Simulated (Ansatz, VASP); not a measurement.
BAs: VASP beside Ansatz

```xyz
2
Lattice="0.0000 2.3885 2.3885 2.3885 0.0000 2.3885 2.3885 2.3885 0.0000" Properties=species:S:1:pos:R:3 pbc="T T T"
As    3.5827    3.5827    3.5827
B     0.0000    0.0000    0.0000
```

Alike in both runs: functional PBE; k mesh 10 × 10 × 10; occupations fermi-dirac, width 0.02 eV; no spin polarisation.

|  | VASP | Ansatz |
| --- | --- | --- |
| version | VASP 6.6.1 | Ansatz 0.2.0 |
| potentials or method | VASP PAW PBE potentials, release 64 (As, B) | Ansatz PAW |
| plane-wave cutoff (eV) | 500 | 420 |
| valence electrons in the cell | 8 | 18 |
| task | single point | band structure |

|  | VASP | Ansatz | Ansatz less VASP |
| --- | --- | --- | --- |
| gap on the k mesh at the Fermi level (eV) | 1.18 | 1.18 | +0.009 |
| least direct gap on the mesh (eV) | 3.28 | 3.28 | +0.005 |
| pressure (GPa) | 3.4 | 2.8 | -0.66 |

VASP's potentials hold 8 valence electrons a cell and Ansatz's 18, so a difference there can come from the potentials and not from the codes.
